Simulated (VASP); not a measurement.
Runs of VASP 6.6.1 on AgI. The structure is that of space group P6_3mc (No. 186), or close to it. The cells are those of the table. 

```tsv
task	cell	cutoff (eV)	gap on the mesh (eV)	pressure (GPa)
single point	a = 4.686, b = 4.686, c = 7.661 Å, angles 90.0, 90.0, 120.0°, 4 atoms	500	1.37	-0.1
single point	a = 4.757, b = 4.757, c = 7.776 Å, angles 90.0, 90.0, 120.0°, 4 atoms	500	1.37	(a)
single point	a = 4.616, b = 4.616, c = 7.546 Å, angles 90.0, 90.0, 120.0°, 4 atoms	500	1.37	1.3
relaxation of the atoms	atoms relaxed from a = 4.897, b = 4.897, c = 8.006 Å, angles 90.0, 90.0, 120.0°, 4 atoms	450	1.38	-2.4
single point	a = 4.897, b = 4.897, c = 8.006 Å, angles 90.0, 90.0, 120.0°, 4 atoms	500	1.38	-2.4
single point	a = 4.827, b = 4.827, c = 7.891 Å, angles 90.0, 90.0, 120.0°, 4 atoms	500	1.37	-1.8
single point	a = 4.546, b = 4.546, c = 7.431 Å, angles 90.0, 90.0, 120.0°, 4 atoms	500	1.37	(b)
```

Alike in all rows: level PBE; potentials or basis VASP PAW PBE potentials, release 64 (Ag, I); no spin polarisation; k mesh 6 × 6 × 4; smearing gaussian 0.02 eV.

Fill in the values left out.

(a) -1.1; (b) 2.9.

Caveats: spin-orbit coupling is left out, which moves the levels of the heavy elements; the relaxation stopped at its first step, so nothing moved (at least some runs).

A k mesh can miss the band edges, and the runs leave out spin-orbit coupling on Ag, I.
